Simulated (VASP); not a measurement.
Wanted: the native input for a VASP 6.6.1 run.

```
Task                   : single point
Functional             : PBE
Potentials or basis    : VASP PAW PBE potentials, release 64 (Pt, S)
Cutoff                 : 520 eV
k mesh                 : 9 × 9 × 5
Occupations            : fermi-dirac, width 0.05 eV
Spin                   : no spin polarisation
Dipole correction      : no
Further INCAR settings : ALGO = Normal; EDIFF = 1e-06; NBANDS = 18
```

The structure of PtS2 lies in POSCAR:

```
PtS2
1.0
    3.5194194177      0.0000000000      0.0000000000
   -1.7597097089      3.0479066223      0.0000000000
    0.0000000000      0.0000000000      5.0049815314
Pt S
1 2
Direct
    0.0000000000      0.0000000000      0.0000000000
    0.6666666667      0.3333333333      0.7730000000
    0.3333333333      0.6666666667      0.2270000000
```

This cell differs from its parent crystal: volume scaled by 0.98.

The input as run:

INCAR

```
SYSTEM = PtS2
PREC     = Accurate       ! precision mode
ENCUT    = 520            ! plane-wave cutoff, eV
EDIFF    = 1E-6           ! SCF threshold, eV
ISMEAR   = -1             ! smearing method
SIGMA    = 0.05           ! smearing width, eV
LREAL    = .FALSE.        ! projectors in reciprocal space
LASPH    = .TRUE.         ! aspherical terms in the spheres
NELM     = 60             ! most SCF steps
ALGO     = Normal         ! electronic algorithm
ISIF     = 2              ! what is computed and relaxed
LWAVE    = .FALSE.        ! write WAVECAR
LCHARG   = .TRUE.         ! write CHGCAR
GGA      = PE             ! functional
LELF     = .TRUE.         ! ELF
LVHAR    = .TRUE.       
NBANDS   = 18             ! bands
```

KPOINTS

```
regular mesh
0
G
  9 9 5
  0 0 0
```

Potentials or basis: VASP PAW PBE potentials, release 64 (Pt, S).

The run is started by

```bash
$ cat potpaw_PBE.64/Pt/POTCAR potpaw_PBE.64/S/POTCAR > POTCAR
$ mpirun -np 1 vasp_std > vasp.out
```

It gave:

```json
{
  "Pressure": "14.8 GPa",
  "Largest force": "1.535 eV/Å",
  "Band gap on the k mesh": "1.05 eV, indirect (least direct gap 1.10 eV)"
}
```

Caveat: spin-orbit coupling is left out, which moves the levels of the heavy elements; forces of over 1 eV/Å act on the atoms, so gaps and moduli don't describe the material at rest.

It took 82 s on 1 thread of AMD EPYC 7571 (shared host), peak memory 0.17 GiB.
